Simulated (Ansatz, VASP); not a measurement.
As: VASP beside Ansatz

```
As
1.0
     1.87975    1.08527    3.48577
    -1.87975    1.08527    3.48577
     0.00000   -2.17055    3.48577
As
2
Direct
  0.22754 0.22754 0.22754
  0.77246 0.77246 0.77246
```

Alike in both runs: task relaxation of cell and atoms; functional LDA; k mesh 15 × 15 × 15; occupations gaussian, width 0.1 eV; no spin polarisation.

|  | VASP | Ansatz |
| --- | --- | --- |
| version | VASP 6.6.1 | Ansatz 0.2.0 |
| potentials or method | VASP PAW LDA potentials, release 64 (As), cutoff 600 eV | scalar-relativistic, plane waves, PAW |
| valence electrons in the cell | 10 | 30 |

VASP gave:

```
gap on the k mesh at the Fermi level, each at its own relaxed structure (eV) : none
relaxed volume (Å³/atom)                                                     : 20.43
relaxed cell length with the largest relative difference (Å)                 : 3.973
```

Question: Which values does Ansatz return?

Answer: gap on the k mesh at the Fermi level, each at its own relaxed structure (eV): none; relaxed volume (Å³/atom): 20.38; relaxed cell length with the largest relative difference (Å): 3.974.

Ansatz warns that its potentials were made for another functional, while VASP's fit it. LDA's correlation is that of Perdew and Zunger in VASP and of Perdew and Wang (1992) in Ansatz. A gap of «none» marks a metal or a gap that the smearing closes. VASP's potentials hold 10 valence electrons a cell and Ansatz's 30, so a difference there can come from the potentials and not from the codes.
